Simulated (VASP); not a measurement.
Input of a VASP 6.6.1 run:

INCAR

```
SYSTEM = Mg
  PREC = Accurate
  ENCUT = 600
  EDIFF = 1E-7
  ISMEAR = 0
  SIGMA = 0.1
  LREAL = .False.
  LASPH = .True.
  NELM = 60
  ALGO = Normal
  ISIF = 3
  LWAVE = .False.
  LCHARG = .False.
  GGA = PS
  IBRION = 2
  NSW = 70
  EDIFFG = -0.004
  PSTRESS = 9.999999999999999e-06
```

Contents of KPOINTS:

```
regular mesh
0
Gamma
  20 20 20
  0 0 0
```

The input POSCAR:

```
Mg
1.0
   -1.6548767759      1.6548767759      1.6548767759
    1.6548767759     -1.6548767759      1.6548767759
    1.6548767759      1.6548767759     -1.6548767759
Mg
1
Direct
    0.0000000000      0.0000000000      0.0000000000
```

Potentials or basis: VASP PAW PBE potentials, release 64 (Mg).

Run with:

```bash
$ cat potpaw_PBE.64/Mg/POTCAR > POTCAR
$ mpirun -np 1 vasp_std > vasp.out
```

Question: What does it give for the relaxed cell?

Answer: a = 3.076 Å, b = 3.076 Å, c = 3.076 Å, α = 109.47°, β = 109.47°, γ = 109.47°.

Question: What does it give for the relaxed volume?

Answer: 22.42 Å³/atom.

Question: What does it give for the band gap on the k mesh?

Answer: Zero (bands 1 and 2 overlap by 4.83 eV).

Final structure:
```yaml
crystal:
  lattice:
    - [-1.77621, 1.77621, 1.77621]
    - [1.77621, -1.77621, 1.77621]
    - [1.77621, 1.77621, -1.77621]
  atoms:
    - { symbol: Mg, position: [0.00000, 0.00000, 0.00000] }
```

Caveat: the cell is relaxed towards a set pressure, so the run minimises the enthalpy, not the energy; the volume moved by over 15 % at a fixed basis, so the end points are rough; the PAW data sets were made with another functional, which shifts forces and pressure a little.
